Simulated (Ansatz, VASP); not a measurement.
# Pd in VASP and in Ansatz

The input INCAR:

```
PREC = Accurate
ENCUT = 520
EDIFF = 1E-7
ISMEAR = 1
SIGMA = 0.01
LREAL = F
LASPH = T
NELM = 80
ALGO = Normal
ISIF = 2
LWAVE = F
LCHARG = T
GGA = PE
LELF = T
LVHAR = T
NBANDS = 11
```

The input KPOINTS:

```
Automatic mesh
0
Gamma
  14 14 14
```

POSCAR

```
Pd
1.0
    0.0000000000      1.9734737307      1.9734737307
    1.9734737307      0.0000000000      1.9734737307
    1.9734737307      1.9734737307      0.0000000000
Pd
1
Direct
    0.0000000000      0.0000000000      0.0000000000
```

Input for Ansatz:

```yaml
crystal:
  lattice:
    - [0.0, 1.9734737307, 1.9734737307]
    - [1.9734737307, 0.0, 1.9734737307]
    - [1.9734737307, 1.9734737307, 0.0]
  atoms:
    - { symbol: Pd, position: [0.0, 0.0, 0.0] }
hamiltonian:
  xc: pbe
  pseudopotentials:
    kind: paw
    azcp:
      Pd: "pseudopotentials/Pd.paw.azcp"
basis:
  ecutwfc: 420
  fft_grid_basis: typed
kpoints:
  mp_grid: { grid: [14, 14, 14], shift: [0, 0, 0] }
magnetization:
  spin_polarized: false
scf:
  occupations: { method: cold, width: 0.01 }
  lower_state_search: "off"
output:
  stress: true
  write_density: true
  write_potential: true
  elf: true
  volumetric_format: npy
```

Alike in both runs: task single point; functional PBE; k mesh 14 × 14 × 14; no spin polarisation.

|  | VASP | Ansatz |
| --- | --- | --- |
| version | VASP 6.6.1 | Ansatz 0.2.0 |
| potentials or method | VASP PAW PBE potentials, release 64 (Pd), cutoff 520 eV | plane waves (420 eV) with PAW, scalar-relativistic |
| occupations | methfessel-paxton of order 1, width 0.01 eV | cold, width 0.01 eV |
| valence electrons in the cell | 10 | 18 |

```csv
,VASP,Ansatz,Ansatz less VASP
pressure (GPa),-0.8,-0.5,+0.28
```

VASP's potentials hold 10 valence electrons a cell and Ansatz's 18, so a difference there can come from the potentials and not from the codes.
